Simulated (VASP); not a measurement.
# In8Sb9 in VASP: a series of runs

In8Sb9 is run at these levels: PBE; tasks: single point.

Program: VASP 6.6.1. These are calculated values, not measurements. Logs are shortened: lines on timing, memory, paths and dates and some standing lists are left out, and cuts for length are marked.

### Step 1. The cell of the first run

The cell holds a slab with vacuum, 17 atoms: a = 9.174 Å, b = 6.487 Å, c = 18.880 Å, α = 90.00°, β = 90.00°, γ = 90.00°.

### Step 2. Single point, PBE

The input, INCAR:

```
SYSTEM = In8Sb9
ALGO = Normal
EDIFF = 1E-7
ENCUT = 520
GGA = PE
ISIF = 2
ISMEAR = -1
LASPH = .True.
LCHARG = .False.
LREAL = Auto
LWAVE = .False.
NBANDS = 88
NELM = 100
PREC = Accurate
SIGMA = 0.15
```

The input, KPOINTS:

```
k-points
0
Gamma
  2 2 1
  0 0 0
```

The input, POSCAR:

```
In8Sb9
1.0
    9.1735790000      0.0000000000      0.0000000000
    0.0000000000      6.4867000000      0.0000000000
    0.0000000000      0.0000000000     18.8801840000
In Sb
8 9
Direct
    0.0000000000      0.0000000000      0.0529655855
    0.6947997069      0.6402793408      0.1986633181
    0.2722710515      0.5968366041      0.1945002231
    0.5000011446      0.0000000000      0.0529655855
    0.4721167169      0.0621733701      0.3255953438
    0.2482455321      0.7805355574      0.4582529492
    0.7109111940      0.6040667828      0.4328347647
   -0.0112387979      0.2695669601      0.2697590235
   -0.0140621234      0.4240060431      0.1158834045
    0.2500005723      0.7499961460      0.0529655855
    0.7500017169      0.7499961460      0.0529655855
    0.5001428559      0.2891763146      0.1898021757
    0.5580264802      0.0191160374      0.4793226591
    0.7704626515      0.9093067353      0.3114323462
    0.1828621087      0.8889574052      0.3011199467
    0.0157626593      0.4867498112      0.4107322259
    0.4767386862      0.3321257342      0.5635167539
```

Potentials or basis: VASP PAW PBE potentials, release 64 (In_d, Sb).

On the command line:

```bash
$ cat potpaw_PBE.64/In_d/POTCAR potpaw_PBE.64/Sb/POTCAR > POTCAR
$ mpirun -np 1 vasp_std > vasp.out
```

OUTCAR:

```text
SYSTEM = In8Sb9
   EDIFF = 1E-7
   ENCUT = 520
   GGA = PE
   ISIF = 2
   ISMEAR = -1
   LASPH = .True.
   LREAL = Auto
   NELM = 100
   PREC = Accurate

 ion  position               nearest neighbor table
   1  0.000  0.000  0.053-  11 2.81  10 2.81   9 3.00
   2  0.695  0.640  0.199-  14 2.84  11 2.89  12 2.90   9 3.40   8 3.85   3 3.89
   3  0.272  0.597  0.195-  10 2.86  15 2.88  12 2.89   9 3.22   8 3.65   2 3.89
   4  0.500  0.000  0.053-  10 2.81  11 2.81  12 3.19
   5  0.472  0.062  0.326-  15 2.92  14 2.92  12 2.97  13 3.02   6 3.72
   6  0.248  0.781  0.458-  16 3.00  15 3.11  13 3.26   5 3.72
   7  0.711  0.604  0.433-  16 2.93  14 3.08  13 3.16  17 3.72
   8  0.989  0.270  0.270-  16 3.02   9 3.07  15 3.10  14 3.18   3 3.65   2 3.85
   9  0.986  0.424  0.116-   1 3.00   8 3.07   3 3.22  11 3.25   2 3.40  10 3.43
  10  0.250  0.750  0.053-   4 2.81   1 2.81   3 2.86   9 3.43
  11  0.750  0.750  0.053-   1 2.81   4 2.81   2 2.89   9 3.25
  12  0.500  0.289  0.190-   3 2.89   2 2.90   5 2.97   4 3.19
  13  0.558  0.019  0.479-  17 2.68   5 3.02   7 3.16   6 3.26
  14  0.770  0.909  0.311-   2 2.84   5 2.92   7 3.08   8 3.18
  15  0.183  0.889  0.301-   3 2.88   5 2.92   8 3.10   6 3.11  16 3.67
  16  0.016  0.487  0.411-   7 2.93   6 3.00   8 3.02  15 3.67
  17  0.477  0.332  0.564-  13 2.68   7 3.72

  LATTYP: Found a simple orthorhombic cell.
 ALAT       =     6.4867000000
 B/A-ratio  =     1.4142135446
 C/A-ratio  =     2.9105992261

  Lattice vectors:

 A1 = (   0.0000000000,  -6.4867000000,   0.0000000000)
 A2 = (   9.1735790000,   0.0000000000,   0.0000000000)
 A3 = (   0.0000000000,   0.0000000000,  18.8801840000)

Analysis of symmetry for initial positions (statically):
=====================================================================
 Subroutine PRICEL returns:
 Original cell was already a primitive cell.

 Routine SETGRP: Setting up the symmetry group for a
 simple orthorhombic supercell.

 Subroutine GETGRP returns: Found  1 space group operations
 (whereof  1 operations were pure point group operations)
 out of a pool of  8 trial point group operations.

The static configuration has the point symmetry C_1 .

Analysis of symmetry for dynamics (positions and initial velocities):
=====================================================================
 Subroutine PRICEL returns:
 Original cell was already a primitive cell.

 Routine SETGRP: Setting up the symmetry group for a
 simple orthorhombic supercell.
[... 118 lines left out ...]
   IBRION =     -1    ionic relax: 0-MD 1-quasi-New 2-CG
   NFREE  =      0    steps in history (QN), initial steepest desc. (CG)
   ISIF   =      2    stress and relaxation
   ISYM   =      2    0-nonsym 1-usesym 2-fastsym
   POTIM  = 0.5000    time-step for ionic-motion
   TEBEG  =    0.0;   TEEND  =   0.0 temperature during run
   PSTRESS=    0.0 pullay stress
   NELECT =     149.0000    total number of electrons
   NUPDOWN=      -1.0000    fix difference up-down
   EMIN   =  10.00;   EMAX   =-10.00  energy-range for DOS
   EFERMI =   0.00;   METHOD = LEGACY
   ISMEAR =    -1;   SIGMA  =   0.15  broadening in eV -4-tet -1-fermi 0-gaus
   EFERMI_NEDOS =   21; number of points for ismear=-14 and -15
   IALGO  =     38    algorithm
   IMIX   =      4    mixing-type and parameters
     AMIX     =   0.40;   BMIX     =  1.00
     AMIX_MAG =   1.60;   BMIX_MAG =  1.00
  volume/ion in A,a.u.               =      66.09       445.98
  Fermi-wavevector in a.u.,A,eV,Ry     =   0.834861  1.577658  9.483155  0.696992
  Thomas-Fermi vector in A             =   1.948323
   LORBIT       =      0    0 simple, 1 ext, 2 COOP (PROOUT), +10 PAW based schemes
   GGA     = PE    functional components
   LHFCALC =     F    Hartree Fock is set to
   AEXX    =    0.0000 exact exchange contribution
   IVDW    =     0    specifies the selected vdW correction
   LEPSILON=     F    determine dielectric tensor
   LRPA    =     F    only Hartree local field effects (RPA)
 non-spin polarized calculation
  energy-cutoff  :      520.00
  volume of cell :     1123.49
 maximum number of plane-waves:     30352
 NGX is ok and might be reduce to    70
   NGX = 35   NGY = 25   NGZ = 71

 number of electron     148.9999992 magnetization

 Free energy of the ion-electron system (eV)
  ---------------------------------------------------
  ext. energy  EPLUGINS =         0.00000000
  ---------------------------------------------------
  free energy    TOTEN  =       -52.43957567 eV

  energy without entropy =      -51.63628688  energy(sigma->0) =      -52.03793128

 E-fermi :   0.6411     XC(G=0):  -5.4510

 val. band max:        0.6119315557   @ k =   0.5000   0.0000   0.0000
 cond. band min:       0.6428631654   @ k =   0.5000   0.5000   0.0000
 fundamental gap:      0.0309316097
 Fermi energy:         0.6410957280

 k-point     1 :       0.0000    0.0000    0.0000
  band No.  band energies     occupation
      1     -14.1776      2.00000
      2     -14.1208      2.00000
      3     -14.1123      2.00000
      4     -14.0665      2.00000
      5     -14.0583      2.00000
      6     -14.0344      2.00000
[... 345 lines left out ...]
     85       2.7876      0.00000
     86       3.0529      0.00000
 [bands above 86 left out]

------------------------ aborting loop because EDIFF is reached ----------------------------------------

  FORCE on cell =-STRESS in cart. coord.  units (eV):
  Direction    XX          YY          ZZ          XY          YZ          ZX
  --------------------------------------------------------------------------------------
  -------------------------------------------------------------------------------------
  Total        1.3815151     -4.3689747     -2.9978526     -0.7777999     -0.3597607      0.6203657
  in kB        1.9701413     -6.2304766     -4.2751565     -1.1091995     -0.5130449      0.8846867
  external PRESSURE =      -2.8451639 kB  Pullay stress =       0.0000000 kB

 VOLUME and BASIS-vectors are now :
 -----------------------------------------------------------------------------
  energy-cutoff  :      520.00
  volume of cell :     1123.49
      direct lattice vectors                 reciprocal lattice vectors
     9.173579000  0.000000000  0.000000000     0.109008709  0.000000000  0.000000000
     0.000000000  6.486700000  0.000000000     0.000000000  0.154161592  0.000000000
     0.000000000  0.000000000 18.880184000     0.000000000  0.000000000  0.052965586

 POSITION                                       TOTAL-FORCE (eV/Angst)
 -----------------------------------------------------------------------------------
      0.00000      0.00000      1.00000         0.036281      0.558490      0.633479
      6.37380      4.15330      3.75080         0.175257      0.012337     -0.032292
      2.49770      3.87150      3.67220        -0.129284      0.084100     -0.007141
      4.58680      0.00000      1.00000        -0.073906      0.699487      0.420038
      4.33100      0.40330      6.14730         0.034597     -0.015749     -0.177739
      2.27730      5.06310      8.65190         0.145647     -0.091149      0.130309
[... 9 lines left out ...]
      0.14460      3.15740      7.75470         0.128466     -0.071057     -0.188988
      4.37340      2.15440     10.63930         0.151093      0.305928     -0.326678
 -----------------------------------------------------------------------------------
    total drift:                               -0.036546      0.014023     -0.051343

  FREE ENERGIE OF THE ION-ELECTRON SYSTEM (eV)
  ---------------------------------------------------
  free  energy   TOTEN  =       -52.4395756732 eV

  energy  without entropy=      -51.6362868817  energy(sigma->0) =      -52.03793128
```

Run time: 11 min. Hardware: 1 thread of Intel Xeon Platinum 8488C (Sapphire Rapids), shared host; peak memory 0.99 GiB.

What came out:

- Free energy: -52.4396 eV
- Largest force: 0.845 eV/Å
- Band gap on the k mesh: zero (an odd number of electrons rules out a gap without spin polarisation)

Forces on the atoms (eV/Å):
```
In   0.036  0.558  0.633
In   0.175  0.012 -0.032
In  -0.129  0.084 -0.007
In  -0.074  0.699  0.420
In   0.035 -0.016 -0.178
In   0.146 -0.091  0.130
In  -0.153 -0.133  0.049
In  -0.132 -0.316  0.022
Sb   0.122 -0.105  0.134
Sb  -0.191 -0.395 -0.521
Sb   0.143 -0.524 -0.380
Sb  -0.109  0.143  0.010
Sb  -0.202  0.126 -0.057
Sb   0.022 -0.174  0.096
Sb   0.031 -0.105  0.196
Sb   0.128 -0.071 -0.189
Sb   0.151  0.306 -0.327
```

Levels at points of the mesh, in eV from the Fermi level:
```csv
k point,band 70,band 71,band 72,band 73,band 74,band 75,band 76,band 77,band 78,band 79
"(0.00, 0.00, 0.00)",-1.08,-0.81,-0.67,-0.45,-0.13,0.04,0.15,0.20,0.37,0.69
"(0.50, 0.00, 0.00)",-1.13,-0.80,-0.69,-0.43,-0.29,-0.03,0.08,0.54,0.75,0.87
"(0.00, 0.50, 0.00)",-0.76,-0.73,-0.53,-0.30,-0.29,0.01,0.12,0.21,0.52,0.65
"(0.50, 0.50, 0.00)",-0.76,-0.75,-0.60,-0.37,0.00,0.18,0.30,0.34,0.68,1.00
```

Caveat: the k points lie up to 0.48 Å⁻¹ apart, too coarse for converged energies and pressures of a metal; there is no dipole correction, which matters where the two faces differ; spin-orbit coupling is left out, which moves the levels of the heavy elements.

### Step 3. Single point, PBE

The input, INCAR:

```
  PREC = Accurate
  ENCUT = 520
  EDIFF = 1E-7
  ISMEAR = -1
  SIGMA = 0.15
  LREAL = Auto
  LASPH = True
  NELM = 80
  ALGO = Normal
  ISIF = 2
  LWAVE = False
  LCHARG = True
  GGA = PE
  LELF = True
  LVHAR = True
  NBANDS = 88
```

The input, KPOINTS:

```
regular mesh
0
Gamma
  2 2 1
```

The input, POSCAR:

```
In8Sb9
1.0
    9.1735790000      0.0000000000      0.0000000000
    0.0000000000      6.4867000000      0.0000000000
    0.0000000000      0.0000000000     18.8801840000
In Sb
8 9
Direct
    0.0000000000      0.0000000000      0.0529655855
    0.7433739874      0.5846732545      0.1960362251
    0.2364398889      0.6057933926      0.1954006380
    0.5000011446      0.0000000000      0.0529655855
    0.4723783378      0.0767108083      0.3051824071
    0.2707558304      0.7146468929      0.4814359860
    0.7675521190      0.5443754143      0.4307638104
   -0.0287346956      0.1275070529      0.2879527022
   -0.0135824851      0.3445511585      0.1571700784
    0.2500005723      0.7499961460      0.0529655855
    0.7500017169      0.7499961460      0.0529655855
    0.4835081270      0.3209798511      0.1766931932
    0.4932317038      0.0854055221      0.4564733056
    0.7308052833      0.8360799790      0.3214958075
    0.1886068676      0.8334592320      0.3230688853
    0.0406275457      0.4961536683      0.3860449665
    0.5191866773      0.4628547644      0.5168169971
```

Potentials or basis: VASP PAW PBE potentials, release 64 (In_d, Sb).

On the command line:

```bash
$ cat potpaw_PBE.64/In_d/POTCAR potpaw_PBE.64/Sb/POTCAR > POTCAR
$ mpirun -np 1 vasp_std > vasp.out
```

OUTCAR:

```text
PREC = Accurate
   ENCUT = 520
   EDIFF = 1E-7
   ISMEAR = -1
   LREAL = Auto
   LASPH = True
   NELM = 80
   ISIF = 2
   GGA = PE

 ion  position               nearest neighbor table
   1  0.000  0.000  0.053-  11 2.81  10 2.81   9 2.98
   2  0.743  0.585  0.196-   9 2.82  14 2.88  11 2.91  12 2.96   8 4.02
   3  0.236  0.606  0.195-  10 2.85  15 2.86   9 2.94  12 2.95
   4  0.500  0.000  0.053-  10 2.81  11 2.81  12 3.13
   5  0.472  0.077  0.305-  14 2.86  13 2.86  12 2.90  15 3.06
   6  0.271  0.715  0.481-  17 2.88  16 3.12  15 3.18  13 3.19
   7  0.768  0.544  0.431-  16 2.66  14 2.82  17 2.85
   8  0.971  0.128  0.288-  15 2.84   9 2.85  14 2.97  16 3.09   2 4.02
   9  0.986  0.345  0.157-   2 2.82   8 2.85   3 2.94   1 2.98
  10  0.250  0.750  0.053-   4 2.81   1 2.81   3 2.85
  11  0.750  0.750  0.053-   1 2.81   4 2.81   2 2.91
  12  0.484  0.321  0.177-   5 2.90   3 2.95   2 2.96   4 3.13
  13  0.493  0.085  0.456-  17 2.71   5 2.86   6 3.19  14 3.72
  14  0.731  0.836  0.321-   7 2.82   5 2.86   2 2.88   8 2.97  13 3.72
  15  0.189  0.833  0.323-  16 2.84   8 2.84   3 2.86   5 3.06   6 3.18
[... 203 lines left out ...]

 k-point     1 :       0.0000    0.0000    0.0000
  band No.  band energies     occupation
      1     -14.3186      2.00000
      2     -14.2307      2.00000
      3     -14.1973      2.00000
      4     -14.1936      2.00000
      5     -14.1398      2.00000
      6     -14.1042      2.00000
[... 345 lines left out ...]
     85       2.9795      0.00000
     86       3.4549      0.00000
 [bands above 86 left out]

------------------------ aborting loop because EDIFF is reached ----------------------------------------

  FORCE on cell =-STRESS in cart. coord.  units (eV):
  Direction    XX          YY          ZZ          XY          YZ          ZX
  --------------------------------------------------------------------------------------
  -------------------------------------------------------------------------------------
  Total        8.1712504      2.5351677      1.1324845     -3.6111986     -1.5420257      0.7435511
  in kB       11.6527991      3.6153341      1.6150055     -5.1498327     -2.1990412      1.0603581
  external PRESSURE =       5.6277129 kB  Pullay stress =       0.0000000 kB

 VOLUME and BASIS-vectors are now :
 -----------------------------------------------------------------------------
  energy-cutoff  :      520.00
  volume of cell :     1123.49
      direct lattice vectors                 reciprocal lattice vectors
     9.173579000  0.000000000  0.000000000     0.109008709  0.000000000  0.000000000
     0.000000000  6.486700000  0.000000000     0.000000000  0.154161592  0.000000000
     0.000000000  0.000000000 18.880184000     0.000000000  0.000000000  0.052965586

 POSITION                                       TOTAL-FORCE (eV/Angst)
 -----------------------------------------------------------------------------------
      0.00000      0.00000      1.00000        -0.044509      0.143993      0.610549
      6.81940      3.79260      3.70120        -0.479729      0.218691     -0.095986
      2.16900      3.92960      3.68920         0.046365     -0.188615     -0.186115
      4.58680      0.00000      1.00000         0.005074      0.279132      0.783879
      4.33340      0.49760      5.76190        -0.106626      0.211796     -0.189560
      2.48380      4.63570      9.08960        -0.215905      0.352321     -0.179822
[... 9 lines left out ...]
      0.37270      3.21840      7.28860         1.101137     -1.134066      0.285718
      4.76280      3.00240      9.75760         0.514174      0.230500      0.569001
 -----------------------------------------------------------------------------------
    total drift:                               -0.013004     -0.035446     -0.021615

  FREE ENERGIE OF THE ION-ELECTRON SYSTEM (eV)
  ---------------------------------------------------
  free  energy   TOTEN  =       -53.8451665559 eV

  energy  without entropy=      -53.2692642241  energy(sigma->0) =      -53.55721539
```

Run time: 14 min. Hardware: 1 thread of Intel Xeon Platinum 8488C (Sapphire Rapids), shared host; peak memory 0.98 GiB.

What came out:

| Item | Value |
| --- | --- |
| Free energy | -53.8452 eV |
| Largest force | 1.606 eV/Å |
| Band gap on the k mesh | zero (an odd number of electrons rules out a gap without spin polarisation) |

Forces in eV/Å, atoms in the order of the input:
```
In  -0.045  0.144  0.611
In  -0.480  0.219 -0.096
In   0.046 -0.189 -0.186
In   0.005  0.279  0.784
In  -0.107  0.212 -0.190
In  -0.216  0.352 -0.180
In  -1.148  0.051  0.410
In  -0.237  0.082  0.181
Sb   0.404 -0.275 -0.065
Sb  -0.048 -0.023 -0.585
Sb  -0.094 -0.103 -0.451
Sb  -0.009  0.029 -0.029
Sb  -0.164 -0.516 -0.180
Sb  -0.080  0.410 -0.523
Sb   0.558  0.231 -0.356
Sb   1.101 -1.134  0.286
Sb   0.514  0.231  0.569
```

Caveat: the k points lie up to 0.48 Å⁻¹ apart, too coarse for converged energies and pressures of a metal; there is no dipole correction, which matters where the two faces differ; spin-orbit coupling is left out, which moves the levels of the heavy elements.

The gap in the log of VASP goes by the Fermi energy; the results here count the filled bands.